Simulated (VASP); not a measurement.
Here is a VASP 6.6.1 calculation.

The input INCAR:

```
SYSTEM = Ta3Si3N
ALGO     = Normal         ! electronic algorithm
EDIFF    = 1E-7           ! SCF threshold, eV
ENCUT    = 520            ! plane-wave cutoff, eV
GGA      = PE             ! functional
ISIF     = 2              ! what is computed and relaxed
ISMEAR   = 0              ! smearing method
LASPH    = .True.         ! aspherical terms in the spheres
LCHARG   = .True.         ! write CHGCAR
LELF     = .True.         ! ELF
LREAL    = .False.        ! projectors in reciprocal space
LVHAR    = .True.       
LWAVE    = .False.        ! write WAVECAR
NBANDS   = 34             ! bands
NELM     = 80             ! most SCF steps
PREC     = Accurate       ! precision mode
SIGMA    = 0.1            ! smearing width, eV
```

KPOINTS

```
k-points
0
Gamma
  12 12 8
  0 0 0
```

The input POSCAR:

```
Ta3Si3N
1.0
    5.2151422879      0.0000000000      0.0000000000
   -2.6075711439      4.5164457057      0.0000000000
    0.0000000000      0.0000000000      5.2340570897
Ta Si N
3 3 1
Direct
    0.5000000000      0.0000000000      0.0000000000
    0.0000000000      0.5000000000      0.0000000000
    0.5000000000      0.5000000000      0.0000000000
    0.5000000000      0.0000000000      0.5000000000
    0.0000000000      0.5000000000      0.5000000000
    0.5000000000      0.5000000000      0.5000000000
    0.0000000000      0.0000000000      0.0000000000
```

Potentials or basis: VASP PAW PBE potentials, release 64 (Ta_pv, Si, N).

Run with:

```sh
$ cat potpaw_PBE.64/Ta_pv/POTCAR potpaw_PBE.64/Si/POTCAR potpaw_PBE.64/N/POTCAR > POTCAR
$ mpirun -np 1 vasp_std > vasp.out
```

(1) What does it give for the pressure?

(2) Estimate the band gap on the k mesh.

Results:

(1) 0.1 GPa.

(2) zero (bands 25 and 26 overlap by 2.00 eV).

Caveat: spin-orbit coupling is left out, which moves the levels of the heavy elements.
